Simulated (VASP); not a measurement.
Here is a VASP 6.6.1 calculation.

The input INCAR:

```
SYSTEM = ScSiS3
PREC = Accurate
ENCUT = 520
EDIFF = 1E-6
ISMEAR = 0
SIGMA = 0.1
LREAL = .False.
LASPH = .True.
NELM = 60
ALGO = Normal
ISIF = 2
LWAVE = .False.
LCHARG = .False.
GGA = PE
NBANDS = 24
```

File KPOINTS:

```
Automatic mesh
0
Gamma
  4 4 2
  0 0 0
```

The input POSCAR:

```
ScSiS3
1.0
    3.6996743799      0.0000000000      0.0000000000
    0.0000000000      3.6996743799      0.0000000000
    0.0000000000      0.0000000000      7.5250708369
Sc Si S
1 1 3
Direct
    0.5000000000      0.5000000000      0.5000000000
    0.0000000000      0.0000000000      0.5000000000
    0.0000000000      0.0000000000      0.0000000000
    0.5000000000      0.5000000000      0.8265383664
    0.5000000000      0.5000000000      0.1734616336
```

Potentials or basis: VASP PAW PBE potentials, release 64 (Sc_sv, Si, S).

Launch:

```bash
$ cat potpaw_PBE.64/Sc_sv/POTCAR potpaw_PBE.64/Si/POTCAR potpaw_PBE.64/S/POTCAR > POTCAR
$ mpirun -np 1 vasp_std > vasp.out
```

Question: Estimate the pressure.

Answer: 0.0 GPa.

Question: What does it give for the band gap on the k mesh?

Answer: Zero (an odd number of electrons rules out a gap without spin polarisation).

Question: What does it give for the largest force?

Answer: 0.029 eV/Å.

Stress tensor (GPa, compression positive):
```
 0.06  0.00  0.00
 0.00  0.06  0.00
 0.00  0.00 -0.11
```

Caveat: the k points lie up to 0.42 Å⁻¹ apart, too coarse for converged energies and pressures of a metal.
